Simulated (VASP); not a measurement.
A run of VASP 6.6.1 is set up as follows.

The input POSCAR:

```
TaRu
1.0
    1.5217922400     -2.1542839600      0.0000000000
    1.5217922400      2.1542839600      0.0000000000
    0.0000000000      0.0000000000      3.8294291600
Ta Ru
1 1
Direct
    0.5000000000      0.5000000000      0.5000000000
    0.0000000000      0.0000000000      0.0000000000
```

The input INCAR.step1:

```
PREC = Accurate ; ENCUT = 520
ISMEAR = 0 ; SIGMA = 0.15
LREAL = False ; LASPH = True
NELM = 100 ; NBANDS = 20
GGA = PE ; ALGO = Normal
EDIFF = 1E-4 ; LWAVE = True
LCHARG = False
```

File INCAR.step2:

```
PREC = Accurate ; ENCUT = 520
EDIFF = 1E-7 ; ISMEAR = 0
SIGMA = 0.15 ; LREAL = False
LASPH = True ; NELM = 100
ALGO = Normal ; ISIF = 2
LWAVE = False ; LCHARG = False
METAGGA = R2SCAN ; LMIXTAU = True
NBANDS = 20 ; ISTART = 1
```

KPOINTS

```
regular mesh
0
Gamma
  18 18 12
```

Potentials or basis: VASP PAW PBE potentials, release 64 (Ta_pv, Ru_pv).

The run is started by

```bash
$ cat potpaw_PBE.64/Ta_pv/POTCAR potpaw_PBE.64/Ru_pv/POTCAR > POTCAR
$ cp INCAR.step1 INCAR
$ mpirun -np 1 vasp_std > vasp.out
$ cp INCAR.step2 INCAR
$ mpirun -np 1 vasp_std > vasp.out
```

(1) Estimate the pressure.

Results:

(1) 99.4 GPa.

Caveat: the cell differs from its parent crystal (strain -0.080 along x and y, -0.080 along z); the PAW data sets were made with another functional, which shifts forces and pressure a little.
